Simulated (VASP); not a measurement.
# Au (P6_3/mmc) in VASP: notebook, part 2 of 2

VASP 6.6.1.

### Step 3. Electric field gradients, PBEsol (volume scaled by 1.06)

INCAR reads:

```
  PREC = Accurate
  ENCUT = 400
  EDIFF = 1E-8
  ISMEAR = -1
  SIGMA = 0.03
  LREAL = False
  LASPH = True
  NELM = 120
  ALGO = Normal
  ISIF = 2
  LWAVE = False
  LCHARG = False
  GGA = PS
  LEFG = True
  NBANDS = 26
  GGA_COMPAT = False
```

KPOINTS reads:

```
regular mesh
0
Gamma
  14 14 8
```

POSCAR reads:

```
Au
1.0
    2.9568755643      0.0000000000      0.0000000000
   -1.4784377821      2.5607293545      0.0000000000
    0.0000000000      0.0000000000      4.9757105734
Au
2
Direct
    0.3333333333      0.6666666667      0.7500000000
    0.6666666667      0.3333333333      0.2500000000
```

Potentials or basis: VASP PAW PBE potentials, release 64 (Au_sv_GW).

On the command line:

```sh
$ cat potpaw_PBE.64/Au_sv_GW/POTCAR > POTCAR
$ mpirun -np 1 vasp_std > vasp.out
```

OUTCAR:

```text
PREC = Accurate
   ENCUT = 400
   EDIFF = 1E-8
   ISMEAR = -1
   LREAL = False
   LASPH = True
   NELM = 120
   ISIF = 2
   GGA = PS

 ion  position               nearest neighbor table
   1  0.333  0.667  0.750-   2 3.02   2 3.02   2 3.02   2 3.02   2 3.02   2 3.02
   2  0.667  0.333  0.250-   1 3.02   1 3.02   1 3.02   1 3.02   1 3.02   1 3.02

  LATTYP: Found a hexagonal cell.
 ALAT       =     2.9568755643
 C/A-ratio  =     1.6827595430

  Lattice vectors:

 A1 = (   2.9568755643,   0.0000000000,   0.0000000000)
 A2 = (  -1.4784377821,   2.5607293545,   0.0000000000)
 A3 = (   0.0000000000,   0.0000000000,   4.9757105734)

Analysis of symmetry for initial positions (statically):
=====================================================================
 Subroutine PRICEL returns:
 Original cell was already a primitive cell.

 Routine SETGRP: Setting up the symmetry group for a
[... 887 lines left out ...]
  energy-cutoff  :      400.00
  volume of cell :       37.67
      direct lattice vectors                 reciprocal lattice vectors
     2.956875564  0.000000000  0.000000000     0.338194820  0.195256871  0.000000000
    -1.478437782  2.560729354  0.000000000     0.000000000  0.390513741  0.000000000
     0.000000000  0.000000000  4.975710573     0.000000000  0.000000000  0.200976320

 POSITION                                       TOTAL-FORCE (eV/Angst)
 -----------------------------------------------------------------------------------
     -0.00000      1.70715      3.73178        -0.000000      0.000000      0.000000
      1.47844      0.85358      1.24393         0.000000     -0.000000      0.000000
 -----------------------------------------------------------------------------------
    total drift:                               -0.000000      0.000000     -0.000000

  FREE ENERGIE OF THE ION-ELECTRON SYSTEM (eV)
  ---------------------------------------------------
  free  energy   TOTEN  =        -6.4306905443 eV

  energy  without entropy=       -6.4269969324  energy(sigma->0) =       -6.42884374

 Electric field gradients (V/A^2)
---------------------------------------------------------------------
 ion       V_xx      V_yy      V_zz      V_xy      V_xz      V_yz
---------------------------------------------------------------------
   1      -5.877    -5.878    11.754    -0.001     0.000    -0.000
   2      -5.877    -5.878    11.754    -0.001    -0.000     0.000
---------------------------------------------------------------------

 Electric field gradients after diagonalization (V/A^2)
 (convention: |V_zz| > |V_xx| > |V_yy|)
----------------------------------------------------------------------
 ion       V_xx      V_yy      V_zz     asymmetry (V_yy - V_xx)/ V_zz
----------------------------------------------------------------------
   1      -5.878    -5.876    11.754       0.000
   2      -5.878    -5.876    11.754       0.000
----------------------------------------------------------------------

           NMR quadrupolar parameters

 Cq : quadrupolar parameter    Cq=e*Q*V_zz/h
 eta: asymmetry parameters     (V_yy - V_xx)/ V_zz
 Q  : nuclear electric quadrupole moment in mb (millibarn)
----------------------------------------------------------------------
 ion       Cq(MHz)       eta       Q (mb)
----------------------------------------------------------------------
   1       0.028       0.000       1.000
   2       0.028       0.000       1.000
----------------------------------------------------------------------
```

OSZICAR:

```text
N       E                     dE             d eps       ncg     rms          rms(c)
DAV:   1     0.675690087035E+03    0.67569E+03   -0.21778E+04  9474   0.205E+03
DAV:   2     0.758201991008E+02   -0.59987E+03   -0.56717E+03  8116   0.883E+02
DAV:   3    -0.381286172924E+01   -0.79633E+02   -0.76978E+02  9718   0.369E+02
DAV:   4    -0.876819778197E+01   -0.49553E+01   -0.49246E+01 10204   0.911E+01
DAV:   5    -0.895258756041E+01   -0.18439E+00   -0.18407E+00 10138   0.178E+01    0.138E+01
DAV:   6    -0.652901307470E+01    0.24236E+01   -0.56200E+00 11002   0.437E+01    0.136E+01
DAV:   7    -0.645542199251E+01    0.73591E-01   -0.20161E-01 10234   0.506E+00    0.874E+00
DAV:   8    -0.643063249175E+01    0.24790E-01   -0.44015E-02 10084   0.474E+00    0.767E-01
DAV:   9    -0.643063252584E+01   -0.34091E-07   -0.15100E-03 10378   0.809E-01    0.129E-01
DAV:  10    -0.643069059312E+01   -0.58067E-04   -0.57264E-05 10530   0.152E-01    0.174E-02
DAV:  11    -0.643069065610E+01   -0.62982E-07   -0.11549E-06 10796   0.187E-02    0.126E-03
DAV:  12    -0.643069061948E+01    0.36624E-07   -0.50616E-08  7778   0.403E-03    0.541E-04
DAV:  13    -0.643069055151E+01    0.67965E-07   -0.41183E-09  5006   0.122E-03    0.841E-05
DAV:  14    -0.643069053702E+01    0.14487E-07   -0.15516E-09  4658   0.957E-04    0.913E-05
DAV:  15    -0.643069054428E+01   -0.72578E-08   -0.71217E-10  4274   0.560E-04
   1 F= -.64306905E+01 E0= -.64288437E+01  d E =-.369361E-02
```

Wall time 1.8 min (1 thread of Intel Xeon Platinum 8375C at 2.90GHz (Ice Lake), shared host); peak memory 0.19 GiB.

What came out:

* Free energy: -6.4307 eV
* Pressure: -16.5 GPa
* Band gap on the k mesh: zero (band 19 reaches 10.64 eV, above the bottom of band 20 at 4.65 eV)

Electric field gradients, principal values (V/Å²):
```tsv
atom	least	middle	greatest (by size)
1 Au	-5.876	-5.878	11.754
2 Au	-5.876	-5.878	11.754
```

Caveat: without QUAD_EFG the Cq values of the log hold for a quadrupole moment of 1 mb, not for the nuclei; the PAW data sets were made with another functional, which shifts forces and pressure a little; spin-orbit coupling is left out, which moves the levels of the heavy elements.

### Step 4. Electric field gradients, PBEsol (volume scaled by 1.03)

INCAR reads:

```
SYSTEM = Au
PREC     = Accurate       ! precision mode
ENCUT    = 400            ! plane-wave cutoff, eV
EDIFF    = 1E-8           ! SCF threshold, eV
ISMEAR   = -1             ! smearing method
SIGMA    = 0.03           ! smearing width, eV
LREAL    = .False.        ! projectors in reciprocal space
LASPH    = .True.         ! aspherical terms in the spheres
NELM     = 120            ! most SCF steps
ALGO     = Normal         ! electronic algorithm
ISIF     = 2              ! what is computed and relaxed
LWAVE    = .False.        ! write WAVECAR
LCHARG   = .False.        ! write CHGCAR
GGA      = PS             ! functional
LEFG     = .True.       
NBANDS   = 26             ! bands
GGA_COMPAT= .False.
```

KPOINTS reads:

```
regular mesh
0
Gamma
  14 14 8
  0 0 0
```

POSCAR reads:

```
Au
1.0
    2.9287131334      0.0000000000      0.0000000000
   -1.4643565667      2.5363399740      0.0000000000
    0.0000000000      0.0000000000      4.9283199742
Au
2
Direct
    0.3333333333      0.6666666667      0.7500000000
    0.6666666667      0.3333333333      0.2500000000
```

Potentials or basis: VASP PAW PBE potentials, release 64 (Au_sv_GW).

On the command line:

```sh
$ cat potpaw_PBE.64/Au_sv_GW/POTCAR > POTCAR
$ mpirun -np 1 vasp_std > vasp.out
```

OUTCAR:

```text
SYSTEM = Au
   PREC = Accurate
   ENCUT = 400
   EDIFF = 1E-8
   ISMEAR = -1
   LREAL = .False.
   LASPH = .True.
   NELM = 120
   ISIF = 2
   GGA = PS

 ion  position               nearest neighbor table
   1  0.333  0.667  0.750-   2 2.99   2 2.99   2 2.99   2 2.99   2 2.99   2 2.99
   2  0.667  0.333  0.250-   1 2.99   1 2.99   1 2.99   1 2.99   1 2.99   1 2.99

  LATTYP: Found a hexagonal cell.
 ALAT       =     2.9287131334
 C/A-ratio  =     1.6827595431

  Lattice vectors:

 A1 = (   2.9287131334,   0.0000000000,   0.0000000000)
 A2 = (  -1.4643565667,   2.5363399740,   0.0000000000)
 A3 = (   0.0000000000,   0.0000000000,   4.9283199742)

Analysis of symmetry for initial positions (statically):
=====================================================================
 Subroutine PRICEL returns:
 Original cell was already a primitive cell.

 Routine SETGRP: Setting up the symmetry group for a
 hexagonal supercell.

 Subroutine GETGRP returns: Found 24 space group operations
 (whereof 12 operations were pure point group operations)
 out of a pool of 24 trial point group operations.

The static configuration has the point symmetry D_3d.
 The point group associated with its full space group is D_6h.

Analysis of symmetry for dynamics (positions and initial velocities):
=====================================================================
 Subroutine PRICEL returns:
 Original cell was already a primitive cell.

 Routine SETGRP: Setting up the symmetry group for a
 hexagonal supercell.

 Subroutine GETGRP returns: Found 24 space group operations
 (whereof 12 operations were pure point group operations)
 out of a pool of 24 trial point group operations.

The dynamic configuration has the point symmetry D_3d.
 The point group associated with its full space group is D_6h.

 Subroutine INISYM returns: Found 24 space group operations
 (whereof 12 operations are pure point group operations),
 and found     1 'primitive' translations

----------------------------------------------------------------------------------------

                                     Primitive cell

  volume of cell :      36.6086

  direct lattice vectors                    reciprocal lattice vectors
     2.928713133  0.000000000  0.000000000     0.341446893  0.197134456  0.000000000
    -1.464356567  2.536339974  0.000000000     0.000000000  0.394268911  0.000000000
     0.000000000  0.000000000  4.928319974     0.000000000  0.000000000  0.202908903

  length of vectors
     2.928713133  2.928713133  4.928319974     0.394268911  0.394268911  0.202908903

  position of ions in fractional coordinates (direct lattice)
     0.333333333  0.666666667  0.750000000
     0.666666667  0.333333333  0.250000000

  ion indices of the primitive-cell ions
   primitive index   ion index
                 1           1
                 2           2

----------------------------------------------------------------------------------------

 KPOINTS: regular mesh

Automatic generation of k-mesh.
 Grid dimensions read from file:
[... 66 lines left out ...]
   LREAL  =      F    real-space projection
   EDIFFG = 0.1E-06   stopping-criterion for IOM
   NSW    =      0    number of steps for IOM
   IBRION =     -1    ionic relax: 0-MD 1-quasi-New 2-CG
   NFREE  =      0    steps in history (QN), initial steepest desc. (CG)
   ISIF   =      2    stress and relaxation
   ISYM   =      2    0-nonsym 1-usesym 2-fastsym
   POTIM  = 0.5000    time-step for ionic-motion
   TEBEG  =    0.0;   TEEND  =   0.0 temperature during run
   PSTRESS=    0.0 pullay stress
   NELECT =      38.0000    total number of electrons
   NUPDOWN=      -1.0000    fix difference up-down
   EMIN   =  10.00;   EMAX   =-10.00  energy-range for DOS
   EFERMI =   0.00;   METHOD = LEGACY
   ISMEAR =    -1;   SIGMA  =   0.03  broadening in eV -4-tet -1-fermi 0-gaus
   EFERMI_NEDOS =   21; number of points for ismear=-14 and -15
   IALGO  =     38    algorithm
   IMIX   =      4    mixing-type and parameters
     AMIX     =   0.40;   BMIX     =  1.00
     AMIX_MAG =   1.60;   BMIX_MAG =  1.00
  volume/ion in A,a.u.               =      18.30       123.52
  Fermi-wavevector in a.u.,A,eV,Ry     =   1.657582  3.132375 37.383059  2.747577
  Thomas-Fermi vector in A             =   2.745310
   LORBIT       =      0    0 simple, 1 ext, 2 COOP (PROOUT), +10 PAW based schemes
   GGA     = PS    functional components
   LHFCALC =     F    Hartree Fock is set to
   AEXX    =    0.0000 exact exchange contribution
   IVDW    =     0    specifies the selected vdW correction
   LEPSILON=     F    determine dielectric tensor
   LRPA    =     F    only Hartree local field effects (RPA)
 non-spin polarized calculation
  energy-cutoff  :      400.00
  volume of cell :       36.61
 maximum number of plane-waves:       678
 NGX is ok and might be reduce to    20
   NGX =  9   NGY =  9   NGZ = 17

 number of electron      38.0000005 magnetization

 Free energy of the ion-electron system (eV)
  ---------------------------------------------------
  ext. energy  EPLUGINS =         0.00000000
  ---------------------------------------------------
  free energy    TOTEN  =        -6.50613179 eV

  energy without entropy =       -6.50227694  energy(sigma->0) =       -6.50420436

 E-fermi :   7.5035     XC(G=0): -13.0436

 val. band max:        7.4865230766   @ k =   0.3571   0.1429   0.2500
 cond. band min:       7.5034652192   @ k =   0.4286   0.0714   0.2500
 fundamental gap:      0.0169421426
 Fermi energy:         7.5034575879

 k-point     1 :       0.0000    0.0000    0.0000
  band No.  band energies     occupation
      1     -97.9236      2.00000
      2     -97.9165      2.00000
      3     -49.2714      2.00000
      4     -49.1487      2.00000
      5     -49.1487      2.00000
      6     -49.1276      2.00000
[... 685 lines left out ...]
     25      18.1222      0.00000
     26      18.3646      0.00000

 [... further k-points ...]
[... 5 lines left out ...]
  --------------------------------------------------------------------------------------
  -------------------------------------------------------------------------------------
  Total       -3.1301948     -3.1301948     -3.1288804      0.0000000      0.0000000      0.0000000
  in kB     -136.9931193   -136.9931193   -136.9355914      0.0000000      0.0000000      0.0000000
  external PRESSURE =    -136.9739433 kB  Pullay stress =       0.0000000 kB

 VOLUME and BASIS-vectors are now :
 -----------------------------------------------------------------------------
  energy-cutoff  :      400.00
  volume of cell :       36.61
      direct lattice vectors                 reciprocal lattice vectors
     2.928713133  0.000000000  0.000000000     0.341446893  0.197134456  0.000000000
    -1.464356567  2.536339974  0.000000000     0.000000000  0.394268911  0.000000000
     0.000000000  0.000000000  4.928319974     0.000000000  0.000000000  0.202908903

 POSITION                                       TOTAL-FORCE (eV/Angst)
 -----------------------------------------------------------------------------------
     -0.00000      1.69089      3.69624         0.000000      0.000000      0.000000
      1.46436      0.84545      1.23208        -0.000000      0.000000      0.000000
 -----------------------------------------------------------------------------------
    total drift:                               -0.000000      0.000000     -0.000000

  FREE ENERGIE OF THE ION-ELECTRON SYSTEM (eV)
  ---------------------------------------------------
  free  energy   TOTEN  =        -6.5061317877 eV

  energy  without entropy=       -6.5022769422  energy(sigma->0) =       -6.50420436

 Electric field gradients (V/A^2)
---------------------------------------------------------------------
 ion       V_xx      V_yy      V_zz      V_xy      V_xz      V_yz
---------------------------------------------------------------------
   1      -6.607    -6.605    13.212     0.001     0.000    -0.000
   2      -6.607    -6.605    13.212     0.001    -0.000     0.000
---------------------------------------------------------------------

 Electric field gradients after diagonalization (V/A^2)
 (convention: |V_zz| > |V_xx| > |V_yy|)
----------------------------------------------------------------------
 ion       V_xx      V_yy      V_zz     asymmetry (V_yy - V_xx)/ V_zz
----------------------------------------------------------------------
   1      -6.607    -6.605    13.212       0.000
   2      -6.607    -6.605    13.212       0.000
----------------------------------------------------------------------

           NMR quadrupolar parameters

 Cq : quadrupolar parameter    Cq=e*Q*V_zz/h
 eta: asymmetry parameters     (V_yy - V_xx)/ V_zz
 Q  : nuclear electric quadrupole moment in mb (millibarn)
----------------------------------------------------------------------
 ion       Cq(MHz)       eta       Q (mb)
----------------------------------------------------------------------
   1       0.032       0.000       1.000
   2       0.032       0.000       1.000
----------------------------------------------------------------------
```

Wall time 73 s (1 thread of Intel Xeon Platinum 8488C (Sapphire Rapids), shared host); peak memory 0.18 GiB.

What came out:

```yaml
Free_energy: -6.5061 eV
Pressure: -13.7 GPa
Band_gap_on_the_k_mesh: zero (band 19 reaches 11.17 eV, above the bottom of band 20 at 5.01 eV)
```

Levels at points of the mesh, in eV from the Fermi level:
| k point | band 15 | band 16 | band 17 | band 18 | band 19 | band 20 | band 21 | band 22 | band 23 | band 24 |
| --- | --- | --- | --- | --- | --- | --- | --- | --- | --- | --- |
| (0.00, 0.00, 0.00) | -3.92 | -3.29 | -3.29 | -2.08 | -2.08 | -0.85 | 2.33 | 14.60 | 15.59 | 16.64 |
| (0.50, 0.00, 0.00) | -3.37 | -1.88 | -1.80 | -1.64 | 0.38 | 1.44 | 5.55 | 6.84 | 7.04 | 10.16 |
| (0.00, 0.00, 0.50) | -4.23 | -4.23 | -2.49 | -2.49 | -2.49 | -2.49 | 10.13 | 10.13 | 14.86 | 14.86 |
| (0.50, 0.00, 0.50) | -2.27 | -2.27 | -1.70 | -1.70 | 0.60 | 0.60 | 3.62 | 3.62 | 12.88 | 12.88 |

Electric field gradients, principal values (V/Å²):
```csv
atom,least,middle,greatest (by size)
1 Au,-6.605,-6.607,13.212
2 Au,-6.605,-6.607,13.212
```

Caveat: without QUAD_EFG the Cq values of the log hold for a quadrupole moment of 1 mb, not for the nuclei; the PAW data sets were made with another functional, which shifts forces and pressure a little; spin-orbit coupling is left out, which moves the levels of the heavy elements.

### Step 5. Summary

| cell | gap on the mesh (eV) | pressure (GPa) |
| --- | --- | --- |
| a = 2.841, b = 2.841, c = 4.780 Å, angles 90.0, 90.0, 120.0°, 2 atoms | none | -0.6 |
| a = 2.957, b = 2.957, c = 4.976 Å, angles 90.0, 90.0, 120.0°, 2 atoms | none | -16.5 |
| a = 2.929, b = 2.929, c = 4.928 Å, angles 90.0, 90.0, 120.0°, 2 atoms | none | -13.7 |

Alike in all rows: task electric field gradients; level PBEsol; potentials or basis VASP PAW PBE potentials, release 64 (Au_sv_GW); no spin polarisation; k mesh 14 × 14 × 8; cutoff (eV) 400; smearing fermi-dirac 0.03 eV.

Caveats: the PAW data sets were made with another functional, which shifts forces and pressure a little; spin-orbit coupling is left out, which moves the levels of the heavy elements.

Total energies depend on the potentials used, so only differences within one code and one set of settings carry meaning.
